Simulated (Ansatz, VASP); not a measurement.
**Two plane-wave programs on Ni**

INCAR

```
PREC = Accurate
ENCUT = 520
EDIFF = 1E-7
ISMEAR = -1
SIGMA = 0.05
LREAL = F
LASPH = T
NELM = 150
ALGO = Normal
ISIF = 2
LWAVE = F
LCHARG = T
ISPIN = 2
MAGMOM = 1
LORBIT = 11
LMAXMIX = 4
LELF = T
LVHAR = T
NBANDS = 15
```

Contents of KPOINTS:

```
Automatic mesh
0
Gamma
  21 21 21
```

Contents of POSCAR:

```
Ni
1.0
    0.0000000000      1.4435965382      1.4435965382
    1.4435965382      0.0000000000      1.4435965382
    1.4435965382      1.4435965382      0.0000000000
Ni
1
Direct
    0.0000000000      0.0000000000      0.0000000000
```

Input for Ansatz:

```yaml
crystal:
  lattice:
    - [0.0, 1.4435965382, 1.4435965382]
    - [1.4435965382, 0.0, 1.4435965382]
    - [1.4435965382, 1.4435965382, 0.0]
  atoms:
    - { symbol: Ni, position: [0.0, 0.0, 0.0], spin: 1.0 }
magnetization:
  spin_polarized: true
kpoints:
  mp_grid: { grid: [21, 21, 21] }
scf:
  occupations: { method: fermi_dirac, width: 0.05 }
hamiltonian:
  xc: lda
  pseudopotentials: { kind: paw }
output:
  forces: true
  stress: true
  eigenvalues: true
  populations: true
```

Change from the starting cell: volume scaled by 0.6, PAW files.

Alike in both runs: task single point; functional LDA; k mesh 21 × 21 × 21; occupations fermi-dirac, width 0.05 eV; collinear spin.

|  | VASP | Ansatz |
| --- | --- | --- |
| version | VASP 6.6.1 | Ansatz 0.2.0 |
| potentials or method | VASP PAW LDA potentials, release 64 (Ni) | PAW with Ansatz's default frozen-core files, scalar-relativistic |
| plane-wave cutoff (eV) | 520 | 420 |
| valence electrons in the cell | 10 | 18 |

```tsv
	VASP	Ansatz	Ansatz less VASP
pressure (GPa)	435.8	433.0	-2.78
net moment per atom (μB)	0.00	0.13	+0.130
size of the moment on the site where the two differ most (μB)	0.00	0.13	+0.133
```

The net moments are unlike, so the other rows may belong to different states. LDA's correlation is that of Perdew and Zunger in VASP and of Perdew and Wang (1992) in Ansatz. Site moments also hang on the region over which each program counts them. Both programs put the cell under a high pressure, so it lies far from rest at this level. VASP's potentials hold 10 valence electrons a cell and Ansatz's 18, so a difference there can come from the potentials and not from the codes.

Noted on VASP's run: the cell as given lies far from equilibrium.
